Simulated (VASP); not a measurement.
Input of a VASP 6.6.1 run:

File INCAR:

```
  PREC = Accurate
  ENCUT = 520
  EDIFF = 1E-6
  ISMEAR = -1
  SIGMA = 0.05
  LREAL = F
  LASPH = T
  NELM = 80
  ALGO = Fast
  ISIF = 2
  LWAVE = F
  LCHARG = T
  GGA = PS
  LELF = T
  LVHAR = T
  NBANDS = 22
```

Contents of KPOINTS:

```
regular mesh
0
Gamma
  8 8 3
```

Contents of POSCAR:

```
Na
1.0
    2.9690792523      0.0000000000      0.0000000000
   -1.4845396262      2.5712980583      0.0000000000
    0.0000000000      0.0000000000      9.4942419035
Na
4
Direct
    0.6666666667      0.3333333333      0.7500000000
    0.0000000000      0.0000000000      0.5000000000
    0.3333333333      0.6666666667      0.2500000000
    0.0000000000      0.0000000000      0.0000000000
```

Potentials or basis: VASP PAW PBE potentials, release 64 (Na_pv).

Command:

```console
$ cat potpaw_PBE.64/Na_pv/POTCAR > POTCAR
$ mpirun -np 1 vasp_std > vasp.out
```

Q: What does it give for the band gap on the k mesh?

A: Zero (band 14 reaches 4.86 eV, above the bottom of band 15 at 0.01 eV).

Q: Estimate the pressure.

A: 20.0 GPa.

Caveat: the PAW data sets were made with another functional, which shifts forces and pressure a little.
